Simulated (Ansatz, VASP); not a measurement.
**Cu2Au: VASP beside Ansatz**

Contents of INCAR:

```
SYSTEM = Cu2Au
  PREC = Accurate
  ENCUT = 600
  EDIFF = 1E-6
  ISMEAR = 0
  SIGMA = 0.1
  LREAL = .FALSE.
  LASPH = .TRUE.
  NELM = 80
  ALGO = Fast
  ISIF = 3
  LWAVE = .FALSE.
  LCHARG = .FALSE.
  GGA = PE
  IBRION = 2
  NSW = 100
  EDIFFG = -0.01
```

The input KPOINTS:

```
Automatic mesh
0
G
  10 10 10
  0 0 0
```

POSCAR

```
Cu2Au
1.0
    0.0000000000      3.4692430843      3.4692430843
    3.4692430843      0.0000000000      3.4692430843
    3.4692430843      3.4692430843      0.0000000000
Cu Au
4 2
Direct
    0.1250000000      0.1250000000      0.1250000000
    0.6250000000      0.1250000000      0.1250000000
    0.1250000000      0.1250000000      0.6250000000
    0.1250000000      0.6250000000      0.1250000000
    0.5000000000      0.5000000000      0.5000000000
    0.7500000000      0.7500000000      0.7500000000
```

Input for Ansatz:

```yaml
crystal:
  lattice:
    - [0.0, 3.4692430843, 3.4692430843]
    - [3.4692430843, 0.0, 3.4692430843]
    - [3.4692430843, 3.4692430843, 0.0]
  atoms:
    - { symbol: Cu, position: [0.125, 0.125, 0.125] }
    - { symbol: Cu, position: [0.625, 0.125, 0.125] }
    - { symbol: Cu, position: [0.125, 0.125, 0.625] }
    - { symbol: Cu, position: [0.125, 0.625, 0.125] }
    - { symbol: Au, position: [0.5, 0.5, 0.5] }
    - { symbol: Au, position: [0.75, 0.75, 0.75] }
basis:
  ecutwfc: 420
kpoints:
  mp_grid: { grid: [10, 10, 10] }
hamiltonian:
  xc: pbe
scf:
  occupations: { method: gaussian, width: 0.1 }
output:
  forces: true
  stress: true
  eigenvalues: true
relax:
  adjacent_minimum: "off"
  f_tol: 0.01
  max_steps: 80
  cell: { stress_tol: 0.05 }
```

Alike in both runs: task relaxation of cell and atoms; functional PBE; k mesh 10 × 10 × 10; occupations gaussian, width 0.1 eV; no spin polarisation.

```csv
,VASP,Ansatz
version,VASP 6.6.1,Ansatz 0.2.0
potentials or method,"VASP PAW PBE potentials, release 64 (Cu, Au), cutoff 600 eV","scalar-relativistic, plane waves, PAW"
valence electrons in the cell,66,114
```

|  | VASP | Ansatz | Ansatz less VASP |
| --- | --- | --- | --- |
| gap on the k mesh at the Fermi level, each at its own relaxed structure (eV) | none | none | - |
| relaxed volume (Å³/atom) | 14.03 | 13.98 | -0.052 |
| relaxed cell length with the largest relative difference (Å) | 4.919 | 4.913 | -0.0060 |

A gap of «none» marks a metal or a gap that the smearing closes. VASP's potentials hold 66 valence electrons a cell and Ansatz's 114, so a difference there can come from the potentials and not from the codes.

Spin-orbit coupling is off throughout.
